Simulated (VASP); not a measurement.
Runs of VASP 6.6.1 on Ir. It takes space group Fm-3m (No. 225, cubic). The conventional cell has a = 3.854 Å, b = 3.854 Å, c = 3.854 Å, α = 90.00°, β = 90.00°, γ = 90.00°. Ir (site symmetry m-3m) has 12 Ir at 2.73 Å within 3.6 Å. 

```tsv
level	U	k mesh	cutoff (eV)	smearing	LDAUTYPE	hund's J	gap on the mesh (eV)	pressure (GPa)
PBE	-	2 × 2 × 2, shifted	500	gaussian 0.1 eV	-	-	none	(a)
PBEsol	-	10 × 10 × 10	500	gaussian 0.1 eV	-	-	none	-5.9
revPBE	-	10 × 10 × 10	500	methfessel-paxton 0.011 eV	-	-	none	8.1
PBE+D4	-	10 × 10 × 10	500	gaussian 0.1 eV	-	-	none	(b)
PBE+U	Ir d U = 4.4 eV, J = 0.5 eV	10 × 10 × 10	520	gaussian 0.1 eV	1	0.5	none	-9.0
```

Alike in all rows: task single point; potentials or basis VASP PAW PBE potentials, release 64 (Ir); no spin polarisation; cell as given.

Question: Fill in the values left out.

Answer: (a) 28.4; (b) -4.1.

Caveats: some runs use coarse meshes; spin-orbit coupling is left out, which moves the levels of the heavy elements; the PAW data sets were made with another functional, which shifts forces and pressure a little (some runs); pairwise dispersion overbinds metals, which lowers pressure and volume (some runs); U without spin polarisation on a metal has little footing (some runs); the U is typed as a test and isn't derived for this compound (some runs).

A k mesh can miss the band edges, and the runs leave out spin-orbit coupling on Ir.

A gap of «none» marks levels without a gap at the run's occupations.
